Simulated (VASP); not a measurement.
A run of VASP 6.6.1:

The input INCAR:

```
ALGO = Normal
EDIFF = 1E-6
EDIFFG = -0.002
ENCUT = 520
GGA = PE
IBRION = 2
ISIF = 2
ISMEAR = 0
LASPH = T
LCHARG = F
LREAL = F
LWAVE = F
NELM = 60
NSW = 60
PREC = Accurate
SIGMA = 0.02
```

File KPOINTS:

```
k-points
0
Gamma
  9 9 6
```

Contents of POSCAR:

```
C
1.0
    2.5021834443      0.0000000000      0.0000000000
   -1.2510917222      2.1669544277      0.0000000000
    0.0000000000      0.0000000000      4.2430102239
C
4
Direct
    0.3333333333      0.6666666667     -0.0002709410
    0.6666666667      0.3333333333      0.4997290590
    0.3333333333      0.6666666667      0.3742709410
    0.6666666667      0.3333333333      0.8742709410
```

Potentials or basis: VASP PAW PBE potentials, release 64 (C).

Command:

```console
$ cat potpaw_PBE.64/C/POTCAR > POTCAR
$ mpirun -np 1 vasp_std > vasp.out
```

Hardware: 1 thread of Intel(R) Xeon(R) Platinum 8488C (Sapphire Rapids), with other jobs on the host.

Task: Estimate the wall time of this run.

Result: It took 11 s on 1 thread of Intel(R) Xeon(R) Platinum 8488C (Sapphire Rapids), on a shared host, peak memory 0.13 GiB. Counts: scf iterations 17, k points 48, ion steps 3.
